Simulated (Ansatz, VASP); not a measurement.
**One calculation of Hf3N4, two programs**

```
CELL_PARAMETERS angstrom
-3.29841 3.29841 3.29841
3.29841 -3.29841 3.29841
3.29841 3.29841 -3.29841
ATOMIC_POSITIONS crystal
Hf 0.25000 0.62500 0.37500
Hf 0.37500 0.25000 0.62500
Hf 0.75000 0.87500 0.12500
Hf 0.12500 0.75000 0.87500
Hf 0.62500 0.37500 0.25000
Hf 0.87500 0.12500 0.75000
N 0.13855 0.13855 0.13855
N 0.86145 0.50000 0.00000
N 0.50000 0.00000 0.36145
N 0.00000 0.86145 0.50000
N 0.36145 0.50000 0.00000
N 0.63855 0.63855 0.63855
N 0.00000 0.36145 0.50000
N 0.50000 0.00000 0.86145
```

Alike in both runs: task relaxation of the atoms; functional PBE; k mesh 6 × 6 × 6; occupations gaussian, width 0.02 eV; no spin polarisation.

```csv
,VASP,Ansatz
version,VASP 6.6.1,Ansatz 0.2.0
potentials or method,"VASP PAW PBE potentials, release 64 (Hf_pv, N), cutoff 520 eV","scalar-relativistic, plane waves, PAW"
valence electrons in the cell,100,196
```

VASP gave:

- gap on the k mesh at the Fermi level, each at its own relaxed structure (eV): 1.13

Q: Which values does Ansatz return?

A: gap on the k mesh at the Fermi level, each at its own relaxed structure (eV): 1.16.

VASP's potentials hold 100 valence electrons a cell and Ansatz's 196, so a difference there can come from the potentials and not from the codes. Ansatz's warnings: stress scf threshold loose.

Neither program's run includes spin-orbit coupling.
